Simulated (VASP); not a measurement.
# Be (P6_3/mmc) in VASP: a series of runs

Runs on Be. Level: PBE. Tasks: single point.

Everything below comes from runs of VASP 6.6.1. Logs are shortened: lines on timing, memory, paths and dates and some standing lists are left out, and cuts for length are marked.

### Step 1. The cell of the first run

The structure is hexagonal, space group P6_3/mmc (No. 194). Conventional cell: a = 2.266 Å, b = 2.266 Å, c = 3.559 Å, α = 90.00°, β = 90.00°, γ = 120.00°. Be (site symmetry -6m2) has 12 Be at 2.21 to 2.27 Å within 2.9 Å.

### Step 2. Single point, PBE

Contents of INCAR:

```
SYSTEM = Be
  PREC = Accurate
  ENCUT = 520
  EDIFF = 1E-6
  ISMEAR = 1
  SIGMA = 1.0
  LREAL = .False.
  LASPH = .True.
  NELM = 60
  ALGO = Normal
  ISIF = 2
  LWAVE = .False.
  LCHARG = .True.
  GGA = PE
  LELF = .True.
  LVHAR = .True.
  NBANDS = 9
```

Contents of KPOINTS:

```
regular mesh
0
Gamma
  16 16 9
  0 0 0
```

Contents of POSCAR:

```
Be
1.0
    2.2656737714      0.0000000000      0.0000000000
   -1.1328368857      1.9621310427      0.0000000000
    0.0000000000      0.0000000000      3.5587036811
Be
2
Direct
    0.3333333333      0.6666666667      0.2500000000
    0.6666666667      0.3333333333      0.7500000000
```

Potentials or basis: VASP PAW PBE potentials, release 64 (Be).

The run is started by

```sh
> cat potpaw_PBE.64/Be/POTCAR > POTCAR
> mpirun -np 1 vasp_std > vasp.out
```

OUTCAR:

```text
SYSTEM = Be
   PREC = Accurate
   ENCUT = 520
   EDIFF = 1E-6
   ISMEAR = 1
   LREAL = .False.
   LASPH = .True.
   NELM = 60
   ISIF = 2
   GGA = PE

 ion  position               nearest neighbor table
   1  0.333  0.667  0.250-   2 2.21   2 2.21   2 2.21   2 2.21   2 2.21   2 2.21
   2  0.667  0.333  0.750-   1 2.21   1 2.21   1 2.21   1 2.21   1 2.21   1 2.21

  LATTYP: Found a hexagonal cell.
 ALAT       =     2.2656737714
 C/A-ratio  =     1.5707043644

  Lattice vectors:

 A1 = (   2.2656737714,   0.0000000000,   0.0000000000)
 A2 = (  -1.1328368857,   1.9621310427,   0.0000000000)
 A3 = (   0.0000000000,   0.0000000000,   3.5587036811)

Analysis of symmetry for initial positions (statically):
=====================================================================
 Subroutine PRICEL returns:
 Original cell was already a primitive cell.

 Routine SETGRP: Setting up the symmetry group for a
 hexagonal supercell.

 Subroutine GETGRP returns: Found 24 space group operations
 (whereof 12 operations were pure point group operations)
 out of a pool of 24 trial point group operations.

The static configuration has the point symmetry D_3d.
 The point group associated with its full space group is D_6h.

Analysis of symmetry for dynamics (positions and initial velocities):
=====================================================================
 Subroutine PRICEL returns:
 Original cell was already a primitive cell.

 Routine SETGRP: Setting up the symmetry group for a
 hexagonal supercell.

 Subroutine GETGRP returns: Found 24 space group operations
 (whereof 12 operations were pure point group operations)
 out of a pool of 24 trial point group operations.

The dynamic configuration has the point symmetry D_3d.
 The point group associated with its full space group is D_6h.

 Subroutine INISYM returns: Found 24 space group operations
 (whereof 12 operations are pure point group operations),
 and found     1 'primitive' translations

----------------------------------------------------------------------------------------

                                     Primitive cell

  volume of cell :      15.8204

  direct lattice vectors                    reciprocal lattice vectors
     2.265673771  0.000000000  0.000000000     0.441369809  0.254824978  0.000000000
    -1.132836886  1.962131043  0.000000000     0.000000000  0.509649956  0.000000000
     0.000000000  0.000000000  3.558703681     0.000000000  0.000000000  0.281001199
[... 89 lines left out ...]
   NFREE  =      0    steps in history (QN), initial steepest desc. (CG)
   ISIF   =      2    stress and relaxation
   ISYM   =      2    0-nonsym 1-usesym 2-fastsym
   POTIM  = 0.5000    time-step for ionic-motion
   TEBEG  =    0.0;   TEEND  =   0.0 temperature during run
   PSTRESS=    0.0 pullay stress
   NELECT =       4.0000    total number of electrons
   NUPDOWN=      -1.0000    fix difference up-down
   EMIN   =  10.00;   EMAX   =-10.00  energy-range for DOS
   EFERMI =   0.00;   METHOD = LEGACY
   ISMEAR =     1;   SIGMA  =   1.00  broadening in eV -4-tet -1-fermi 0-gaus
   EFERMI_NEDOS =   21; number of points for ismear=-14 and -15
   IALGO  =     38    algorithm
   IMIX   =      4    mixing-type and parameters
     AMIX     =   0.40;   BMIX     =  1.00
     AMIX_MAG =   1.60;   BMIX_MAG =  1.00
  volume/ion in A,a.u.               =       7.91        53.38
  Fermi-wavevector in a.u.,A,eV,Ry     =   1.035196  1.956236 14.580411  1.071630
  Thomas-Fermi vector in A             =   2.169527
   LORBIT       =      0    0 simple, 1 ext, 2 COOP (PROOUT), +10 PAW based schemes
   GGA     = PE    functional components
   LHFCALC =     F    Hartree Fock is set to
   AEXX    =    0.0000 exact exchange contribution
   IVDW    =     0    specifies the selected vdW correction
   LEPSILON=     F    determine dielectric tensor
   LRPA    =     F    only Hartree local field effects (RPA)
 non-spin polarized calculation
 Methfessel and Paxton  Order N= 1 SIGMA  =   1.00
  energy-cutoff  :      520.00
  volume of cell :       15.82
 maximum number of plane-waves:       440
 NGX is ok and might be reduce to    18
   NGX =  9   NGY =  9   NGZ = 13

 number of electron       4.0000000 magnetization

 Free energy of the ion-electron system (eV)
  ---------------------------------------------------
  ext. energy  EPLUGINS =         0.00000000
  ---------------------------------------------------
  free energy    TOTEN  =        -7.52602287 eV

  energy without entropy =       -7.56921643  energy(sigma->0) =       -7.54042073

 E-fermi :   7.1274     XC(G=0): -10.6038

 val. band max:        7.0927020856   @ k =   0.3125   0.0625   0.0000
 cond. band min:       7.2935876537   @ k =   0.3125   0.3125   0.4444
 fundamental gap:      0.2008855681
 Fermi energy:         7.1274455194

 k-point     1 :       0.0000    0.0000    0.0000
  band No.  band energies     occupation
      1      -4.3276      2.00000
      2       2.6051      2.00000
      3       8.1738     -0.05859
      4      22.9601     -0.00000
      5      22.9601     -0.00000
      6      25.8197     -0.00000
      7      25.8197     -0.00000
      8      27.9893      0.00000
      9      34.0853      0.00000
[... 265 lines left out ...]
 k-point    24 :       0.2500    0.1875    0.0000
  band No.  band energies     occupation
      1      -0.1593      2.00000
      2       7.9473      0.01007
      3       8.0417     -0.02758
      4      10.8668     -0.00000
      5      14.6838     -0.00000
      6      18.9289     -0.00000
      7      21.7584     -0.00000
      8      22.8958     -0.00000
      9      24.0982     -0.00000

 [... further k-points ...]

------------------------ aborting loop because EDIFF is reached ----------------------------------------

  FORCE on cell =-STRESS in cart. coord.  units (eV):
  Direction    XX          YY          ZZ          XY          YZ          ZX
  --------------------------------------------------------------------------------------
  -------------------------------------------------------------------------------------
  Total       -0.0216859     -0.0216859     -0.0295002      0.0000000     -0.0000000     -0.0000000
  in kB       -2.1961941     -2.1961941     -2.9875730      0.0000000     -0.0000000     -0.0000000
  external PRESSURE =      -2.4599871 kB  Pullay stress =       0.0000000 kB

 VOLUME and BASIS-vectors are now :
 -----------------------------------------------------------------------------
  energy-cutoff  :      520.00
  volume of cell :       15.82
      direct lattice vectors                 reciprocal lattice vectors
     2.265673771  0.000000000  0.000000000     0.441369809  0.254824978  0.000000000
    -1.132836886  1.962131043  0.000000000     0.000000000  0.509649956  0.000000000
     0.000000000  0.000000000  3.558703681     0.000000000  0.000000000  0.281001199

 POSITION                                       TOTAL-FORCE (eV/Angst)
 -----------------------------------------------------------------------------------
     -0.00000      1.30809      0.88968        -0.000000      0.000000      0.000000
      1.13284      0.65404      2.66903         0.000000     -0.000000      0.000000
 -----------------------------------------------------------------------------------
    total drift:                                0.000000     -0.000000      0.000000

  FREE ENERGIE OF THE ION-ELECTRON SYSTEM (eV)
  ---------------------------------------------------
  free  energy   TOTEN  =        -7.5260228740 eV

  energy  without entropy=       -7.5692164298  energy(sigma->0) =       -7.54042073
```

It took 28 s on 1 thread of Intel Xeon 8259CL, shared host; peak memory 0.13 GiB.

What came out:

| Quantity | Value |
| --- | --- |
| Free energy | -7.5260 eV |
| Pressure | -0.2 GPa |
| Band gap on the k mesh | zero (bands 2 and 3 overlap by 1.60 eV) |

Stress tensor (GPa, compression positive):
```
-0.22  0.00  0.00
 0.00 -0.22  0.00
 0.00  0.00 -0.30
```

Caveat: so wide a smearing shifts energies and pressures.

### Step 3. Single point, PBE

Contents of INCAR:

```
SYSTEM = Be
ALGO = Normal
EDIFF = 1E-7
ENCUT = 520
GGA = PE
ISIF = 2
ISMEAR = 1
LASPH = .TRUE.
LCHARG = .TRUE.
LELF = .TRUE.
LREAL = .FALSE.
LVHAR = .TRUE.
LWAVE = .FALSE.
NBANDS = 9
NELM = 80
PREC = Accurate
SIGMA = 0.2
```

Contents of KPOINTS:

```
k-points
0
G
  16 16 9
  0 0 0
```

POSCAR is that of step 2.

Potentials or basis: VASP PAW PBE potentials, release 64 (Be).

The run is started by

```sh
> cat potpaw_PBE.64/Be/POTCAR > POTCAR
> mpirun -np 1 vasp_std > vasp.out
```

OUTCAR:

```text
SYSTEM = Be
   EDIFF = 1E-7
   ENCUT = 520
   GGA = PE
   ISIF = 2
   ISMEAR = 1
   LASPH = .TRUE.
   LREAL = .FALSE.
   NELM = 80
   PREC = Accurate

 ion  position               nearest neighbor table
   1  0.333  0.667  0.250-   2 2.21   2 2.21   2 2.21   2 2.21   2 2.21   2 2.21
   2  0.667  0.333  0.750-   1 2.21   1 2.21   1 2.21   1 2.21   1 2.21   1 2.21

  LATTYP: Found a hexagonal cell.
 ALAT       =     2.2656737714
 C/A-ratio  =     1.5707043644

  Lattice vectors:

 A1 = (   2.2656737714,   0.0000000000,   0.0000000000)
 A2 = (  -1.1328368857,   1.9621310427,   0.0000000000)
 A3 = (   0.0000000000,   0.0000000000,   3.5587036811)

Analysis of symmetry for initial positions (statically):
=====================================================================
 Subroutine PRICEL returns:
 Original cell was already a primitive cell.

 Routine SETGRP: Setting up the symmetry group for a
 hexagonal supercell.

 Subroutine GETGRP returns: Found 24 space group operations
 (whereof 12 operations were pure point group operations)
 out of a pool of 24 trial point group operations.

The static configuration has the point symmetry D_3d.
 The point group associated with its full space group is D_6h.

Analysis of symmetry for dynamics (positions and initial velocities):
=====================================================================
 Subroutine PRICEL returns:
 Original cell was already a primitive cell.

 Routine SETGRP: Setting up the symmetry group for a
 hexagonal supercell.

 Subroutine GETGRP returns: Found 24 space group operations
 (whereof 12 operations were pure point group operations)
 out of a pool of 24 trial point group operations.

The dynamic configuration has the point symmetry D_3d.
 The point group associated with its full space group is D_6h.

 Subroutine INISYM returns: Found 24 space group operations
[... 119 lines left out ...]
  Fermi-wavevector in a.u.,A,eV,Ry     =   1.035196  1.956236 14.580411  1.071630
  Thomas-Fermi vector in A             =   2.169527
   LORBIT       =      0    0 simple, 1 ext, 2 COOP (PROOUT), +10 PAW based schemes
   GGA     = PE    functional components
   LHFCALC =     F    Hartree Fock is set to
   AEXX    =    0.0000 exact exchange contribution
   IVDW    =     0    specifies the selected vdW correction
   LEPSILON=     F    determine dielectric tensor
   LRPA    =     F    only Hartree local field effects (RPA)
 non-spin polarized calculation
 Methfessel and Paxton  Order N= 1 SIGMA  =   0.20
  energy-cutoff  :      520.00
  volume of cell :       15.82
 maximum number of plane-waves:       440
 NGX is ok and might be reduce to    18
   NGX =  9   NGY =  9   NGZ = 13

 number of electron       4.0000000 magnetization

 Free energy of the ion-electron system (eV)
  ---------------------------------------------------
  ext. energy  EPLUGINS =         0.00000000
  ---------------------------------------------------
  free energy    TOTEN  =        -7.53861063 eV

  energy without entropy =       -7.53841769  energy(sigma->0) =       -7.53854631

 E-fermi :   6.9873     XC(G=0): -10.6038

 val. band max:        6.9804160378   @ k =   0.3125   0.1250   0.0000
 cond. band min:       7.0325553374   @ k =   0.2500   0.2500   0.1111
 fundamental gap:      0.0521392996
 Fermi energy:         6.9873181732

 k-point     1 :       0.0000    0.0000    0.0000
  band No.  band energies     occupation
      1      -4.3276      2.00000
      2       2.6049      2.00000
      3       8.1739     -0.00000
      4      22.9600      0.00000
      5      22.9600      0.00000
      6      25.8197      0.00000
      7      25.8197      0.00000
      8      27.9892      0.00000
      9      34.0854      0.00000
[... 265 lines left out ...]
 k-point    24 :       0.2500    0.1875    0.0000
  band No.  band energies     occupation
      1      -0.1594      2.00000
      2       7.9471     -0.00000
      3       8.0416     -0.00000
      4      10.8668     -0.00000
      5      14.6838      0.00000
      6      18.9287      0.00000
      7      21.7584      0.00000
      8      22.8958      0.00000
      9      24.0983      0.00000

 [... further k-points ...]

------------------------ aborting loop because EDIFF is reached ----------------------------------------

  FORCE on cell =-STRESS in cart. coord.  units (eV):
  Direction    XX          YY          ZZ          XY          YZ          ZX
  --------------------------------------------------------------------------------------
  -------------------------------------------------------------------------------------
  Total        0.0170784      0.0170784      0.0083136      0.0000000      0.0000000      0.0000000
  in kB        1.7295841      1.7295841      0.8419423      0.0000000      0.0000000      0.0000000
  external PRESSURE =       1.4337035 kB  Pullay stress =       0.0000000 kB

 VOLUME and BASIS-vectors are now :
 -----------------------------------------------------------------------------
  energy-cutoff  :      520.00
  volume of cell :       15.82
      direct lattice vectors                 reciprocal lattice vectors
     2.265673771  0.000000000  0.000000000     0.441369809  0.254824978  0.000000000
    -1.132836886  1.962131043  0.000000000     0.000000000  0.509649956  0.000000000
     0.000000000  0.000000000  3.558703681     0.000000000  0.000000000  0.281001199

 POSITION                                       TOTAL-FORCE (eV/Angst)
 -----------------------------------------------------------------------------------
     -0.00000      1.30809      0.88968        -0.000000      0.000000      0.000000
      1.13284      0.65404      2.66903         0.000000     -0.000000      0.000000
 -----------------------------------------------------------------------------------
    total drift:                                0.000000     -0.000000      0.000000

  FREE ENERGIE OF THE ION-ELECTRON SYSTEM (eV)
  ---------------------------------------------------
  free  energy   TOTEN  =        -7.5386106265 eV

  energy  without entropy=       -7.5384176906  energy(sigma->0) =       -7.53854631
```

OSZICAR:

```text
N       E                     dE             d eps       ncg     rms          rms(c)
DAV:   1    -0.297078867629E+01   -0.29708E+01   -0.17827E+03  2724   0.364E+02
DAV:   2    -0.755787111020E+01   -0.45871E+01   -0.44587E+01  4216   0.536E+01
DAV:   3    -0.760304551230E+01   -0.45174E-01   -0.45087E-01  3036   0.369E+00
DAV:   4    -0.760311262058E+01   -0.67108E-04   -0.67104E-04  3365   0.148E-01
DAV:   5    -0.760311265617E+01   -0.35591E-07   -0.35781E-07  3032   0.322E-03    0.121E+00
DAV:   6    -0.755703139308E+01    0.46081E-01   -0.59977E-03  2950   0.774E-01    0.744E-01
DAV:   7    -0.753863432280E+01    0.18397E-01   -0.65344E-03  2932   0.806E-01    0.274E-02
DAV:   8    -0.753861211420E+01    0.22209E-04   -0.15183E-05  2944   0.322E-02    0.947E-03
DAV:   9    -0.753861096409E+01    0.11501E-05   -0.28406E-06  3105   0.144E-02    0.108E-03
DAV:  10    -0.753861077139E+01    0.19269E-06   -0.52265E-09  2494   0.592E-04    0.294E-04
DAV:  11    -0.753861063085E+01    0.14054E-06   -0.33018E-09  1540   0.500E-04    0.758E-06
DAV:  12    -0.753861062647E+01    0.43823E-08   -0.16742E-10  1500   0.113E-04
   1 F= -.75386106E+01 E0= -.75385463E+01  d E =-.192936E-03
```

It took 33 s on 1 thread of Intel Xeon 8259CL, shared host; peak memory 0.13 GiB.

What came out:

```yaml
Free_energy: -7.5386 eV
Pressure: 0.1 GPa
Band_gap_on_the_k_mesh: zero (bands 2 and 3 overlap by 1.60 eV)
```

Levels at points of the mesh, in eV from the Fermi level:
```
           k point  band 1  band 2  band 3  band 4  band 5  band 6  band 7
(0.00, 0.00, 0.00)  -11.31   -4.38    1.19   15.97   15.97   18.83   18.83
(0.50, 0.00, 0.00)   -4.98   -3.11    3.67    6.54    6.81    9.40   10.16
```

(Part 1 of 2 ends here.)
